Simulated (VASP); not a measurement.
# TaS2 in VASP: single point with PBE+D3(BJ)

Aim: the single point of TaS2 with PBE+D3(BJ).

All numbers are computed with VASP 6.6.1; they aren't measurements. Logs are shortened: lines on timing, memory, paths and dates and some standing lists are left out, and cuts for length are marked.

### Step 1. The cell of the first run

The cell holds a slab with vacuum, 3 atoms: a = 3.344 Å, b = 3.344 Å, c = 23.670 Å, α = 90.00°, β = 90.00°, γ = 120.00°.

### Step 2. Single point, PBE+D3(BJ)

Contents of INCAR:

```
SYSTEM = TaS2
ALGO = Normal
DIPOL = 0.5 0.5 0.255
EDIFF = 1E-6
ENCUT = 400
GGA = PE
GGA_COMPAT = .False.
IDIPOL = 3
ISIF = 2
ISMEAR = 0
IVDW = 12
LASPH = .True.
LCHARG = .False.
LDIPOL = .True.
LREAL = .False.
LWAVE = .False.
NBANDS = 18
NELM = 120
NELMDL = -8
PREC = Accurate
SIGMA = 0.1
```

Contents of KPOINTS:

```
k-points
0
Gamma
  12 12 1
  0 0 0
```

Contents of POSCAR:

```
TaS2
1.0
    3.3435339187      0.0000000000      0.0000000000
   -1.6717669593      2.8955853120      0.0000000000
    0.0000000000      0.0000000000     23.6702361817
S Ta
2 1
Direct
    0.6666666667      0.3333333333      0.1901121715
    0.3333333333      0.6666666667      0.3204496158
    0.0000000000      0.0000000000      0.2552808937
```

Potentials or basis: VASP PAW PBE potentials, release 64 (S, Ta_pv).

Launch:

```
> cat potpaw_PBE.64/S/POTCAR potpaw_PBE.64/Ta_pv/POTCAR > POTCAR
> mpirun -np 1 vasp_std > vasp.out
```

OUTCAR:

```text
SYSTEM = TaS2
   EDIFF = 1E-6
   ENCUT = 400
   GGA = PE
   ISIF = 2
   ISMEAR = 0
   IVDW = 12
   LASPH = .True.
   LREAL = .False.
   NELM = 120
   NELMDL = -8
   PREC = Accurate
 IVDW          = 12

 ion  position               nearest neighbor table
   1  0.667  0.333  0.190-   3 2.47   3 2.47   3 2.47
   2  0.333  0.667  0.320-   3 2.47   3 2.47   3 2.47
   3  0.000  0.000  0.255-   2 2.47   2 2.47   2 2.47   1 2.47   1 2.47   1 2.47

  LATTYP: Found a hexagonal cell.
 ALAT       =     3.3435339187
 C/A-ratio  =     7.0794066270

  Lattice vectors:

 A1 = (   3.3435339187,   0.0000000000,   0.0000000000)
 A2 = (  -1.6717669593,   2.8955853120,   0.0000000000)
 A3 = (   0.0000000000,   0.0000000000,  23.6702361817)

Analysis of symmetry for initial positions (statically):
=====================================================================
 Subroutine PRICEL returns:
 Original cell was already a primitive cell.

 Routine SETGRP: Setting up the symmetry group for a
 hexagonal supercell.

 Subroutine GETGRP returns: Found 12 space group operations
 (whereof  6 operations were pure point group operations)
 out of a pool of 24 trial point group operations.

The static configuration has the point symmetry C_3v.
 The point group associated with its full space group is D_3d.

Analysis of symmetry for dynamics (positions and initial velocities):
=====================================================================
 Subroutine PRICEL returns:
 Original cell was already a primitive cell.

 Routine SETGRP: Setting up the symmetry group for a
 hexagonal supercell.

 Subroutine GETGRP returns: Found 12 space group operations
 (whereof  6 operations were pure point group operations)
 out of a pool of 24 trial point group operations.

The dynamic configuration has the point symmetry C_3v.
 The point group associated with its full space group is D_3d.

 Subroutine INISYM returns: Found 12 space group operations
 (whereof  6 operations are pure point group operations),
 and found     1 'primitive' translations

----------------------------------------------------------------------------------------

                                     Primitive cell

  volume of cell :     229.1631

  direct lattice vectors                    reciprocal lattice vectors
     3.343533919  0.000000000  0.000000000     0.299084748  0.172676660  0.000000000
    -1.671766959  2.895585312  0.000000000     0.000000000  0.345353320  0.000000000
[... 89 lines left out ...]
   POTIM  = 0.5000    time-step for ionic-motion
   TEBEG  =    0.0;   TEEND  =   0.0 temperature during run
   PSTRESS=    0.0 pullay stress
   NELECT =      23.0000    total number of electrons
   NUPDOWN=      -1.0000    fix difference up-down
   EMIN   =  10.00;   EMAX   =-10.00  energy-range for DOS
   EFERMI =   0.00;   METHOD = LEGACY
   ISMEAR =     0;   SIGMA  =   0.10  broadening in eV -4-tet -1-fermi 0-gaus
   EFERMI_NEDOS =   21; number of points for ismear=-14 and -15
   IALGO  =     38    algorithm
   IMIX   =      4    mixing-type and parameters
     AMIX     =   0.40;   BMIX     =  1.00
     AMIX_MAG =   1.60;   BMIX_MAG =  1.00
  volume/ion in A,a.u.               =      76.39       515.49
  Fermi-wavevector in a.u.,A,eV,Ry     =   0.760798  1.437699  7.875232  0.578813
  Thomas-Fermi vector in A             =   1.859895
   LORBIT       =      0    0 simple, 1 ext, 2 COOP (PROOUT), +10 PAW based schemes
   GGA     = PE    functional components
   LHFCALC =     F    Hartree Fock is set to
   AEXX    =    0.0000 exact exchange contribution
   IVDW    =    12    specifies the selected vdW correction
   LEPSILON=     F    determine dielectric tensor
   LRPA    =     F    only Hartree local field effects (RPA)
 non-spin polarized calculation
 Gauss-broadening in eV      SIGMA  =   0.10
  energy-cutoff  :      400.00
  volume of cell :      229.16
 maximum number of plane-waves:      4245
 NGX is ok and might be reduce to    24
   NGX = 11   NGY = 11   NGZ = 77

 dipolmoment           0.000000      0.000000      0.000001 electrons x Angstroem

 number of electron      22.9999998 magnetization

 dipolmoment           0.000000      0.000000     -0.000000 electrons x Angstroem

 Free energy of the ion-electron system (eV)
  ---------------------------------------------------
  ext. energy  EPLUGINS =         0.00000000
  ---------------------------------------------------
  free energy    TOTEN  =       -23.14776877 eV

  energy without entropy =      -23.13937417  energy(sigma->0) =      -23.14357147

 E-fermi :  -2.3413     XC(G=0):  -3.0948

 val. band max:       -2.3552038812   @ k =   0.1667   0.0833   0.0000
 cond. band min:      -2.2922182542   @ k =   0.4167   0.1667   0.0000
 fundamental gap:      0.0629856270
 Fermi energy:        -2.3412974582

 k-point     1 :       0.0000    0.0000    0.0000
  band No.  band energies     occupation
      1     -37.6832      2.00000
      2     -37.6629      2.00000
      3     -37.6629      2.00000
      4     -17.1173      2.00000
      5     -15.6536      2.00000
      6      -8.6593      2.00000
[... 376 lines left out ...]
      5     -15.1367      2.00000
      6      -7.8135      2.00000
[... 10 lines left out ...]
     17       3.9875      0.00000
     18       6.0891      0.00000

------------------------ aborting loop because EDIFF is reached ----------------------------------------

 vacuum level on the upper side and lower side of the slab       (xc-potential included)        -0.061        -0.058

 Edisp (eV)   -0.85602

 E8    (eV) :    -0.3909

  FORCE on cell =-STRESS in cart. coord.  units (eV):
  Direction    XX          YY          ZZ          XY          YZ          ZX
  --------------------------------------------------------------------------------------
  -------------------------------------------------------------------------------------
  Total      -0.00430    -0.00430    -0.06751    -0.00000     0.00000     0.00000
  in kB      -0.03008    -0.03008    -0.47197    -0.00000     0.00000     0.00000
  external pressure =       -0.18 kB  Pullay stress =        0.00 kB

 VOLUME and BASIS-vectors are now :
 -----------------------------------------------------------------------------
  energy-cutoff  :      400.00
  volume of cell :      229.16
      direct lattice vectors                 reciprocal lattice vectors
     3.343533919  0.000000000  0.000000000     0.299084748  0.172676660  0.000000000
    -1.671766959  2.895585312  0.000000000     0.000000000  0.345353320  0.000000000
     0.000000000  0.000000000 23.670236182     0.000000000  0.000000000  0.042247149

 POSITION                                       TOTAL-FORCE (eV/Angst)
 -----------------------------------------------------------------------------------
      1.67177      0.96520      4.50000        -0.000000      0.000000      0.013039
     -0.00000      1.93039      7.58512         0.000000      0.000000     -0.013039
      0.00000      0.00000      6.04256        -0.000000      0.000000     -0.000000
 -----------------------------------------------------------------------------------
    total drift:                               -0.000000      0.000000     -0.000045

  FREE ENERGIE OF THE ION-ELECTRON SYSTEM (eV)
  ---------------------------------------------------
  free  energy   TOTEN  =       -24.0037892546 eV

  energy  without entropy=      -23.9953946520  energy(sigma->0) =      -23.99959195

 vacuum level on the upper side and lower side of the slab         2.570         2.570
```

Wall time 58 s (1 thread of Intel Xeon Platinum 8375C at 2.90GHz (Ice Lake), shared host); peak memory 0.29 GiB.

What came out:

- Free energy: -24.0038 eV
- Largest force: 0.013 eV/Å
- Dispersion energy per atom: -0.285 eV

Forces in eV/Å, atoms in the order of the input:
```
S    0.000  0.000  0.013
S    0.000  0.000 -0.013
Ta   0.000  0.000  0.000
```

Caveat: spin-orbit coupling is left out, which moves the levels of the heavy elements.
